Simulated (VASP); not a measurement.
Write the native input for VASP 6.6.1 that does the following.

```
Task                   : single point
Functional             : PBE
Potentials or basis    : VASP PAW PBE potentials, release 64 (Ru_pv)
Cutoff                 : 500 eV
k mesh                 : 8 × 8 × 4
Occupations            : fermi-dirac, width 0.04 eV
Spin                   : no spin polarisation
Dipole correction      : no
Further INCAR settings : ALGO = Normal; EDIFF = 1e-06; NBANDS = 21
```

The structure of Ru lies in POSCAR:

```
Ru
1.0
    2.7058000000      0.0000000000      0.0000000000
   -1.3529000000      2.3432915376      0.0000000000
    0.0000000000      0.0000000000      4.2819000000
Ru
2
Direct
    0.6666666667      0.3333333333      0.7500000000
    0.3333333333      0.6666666667      0.2500000000
```

These files were run (other wordings do the same):

INCAR

```
SYSTEM = Ru
  PREC = Accurate
  ENCUT = 500
  EDIFF = 1E-6
  ISMEAR = -1
  SIGMA = 0.04
  LREAL = .FALSE.
  LASPH = .TRUE.
  NELM = 120
  ALGO = Normal
  ISIF = 2
  LWAVE = .FALSE.
  LCHARG = .FALSE.
  GGA = PE
  NBANDS = 21
  GGA_COMPAT = .FALSE.
```

KPOINTS

```
Automatic mesh
0
G
  8 8 4
  0 0 0
```

Potentials or basis: VASP PAW PBE potentials, release 64 (Ru_pv).

Launch:

```bash
$ cat potpaw_PBE.64/Ru_pv/POTCAR > POTCAR
$ mpirun -np 1 vasp_std > vasp.out
```

It gave:

The pressure is 4.3 GPa and the band gap on the k mesh is zero (band 14 reaches 14.26 eV, above the bottom of band 15 at 11.35 eV).

Caveat: the k points lie up to 0.37 Å⁻¹ apart.

Run time: 15 s on 1 thread of Intel(R) Xeon(R) Platinum 8488C (Sapphire Rapids), on a shared host, peak memory 0.14 GiB.
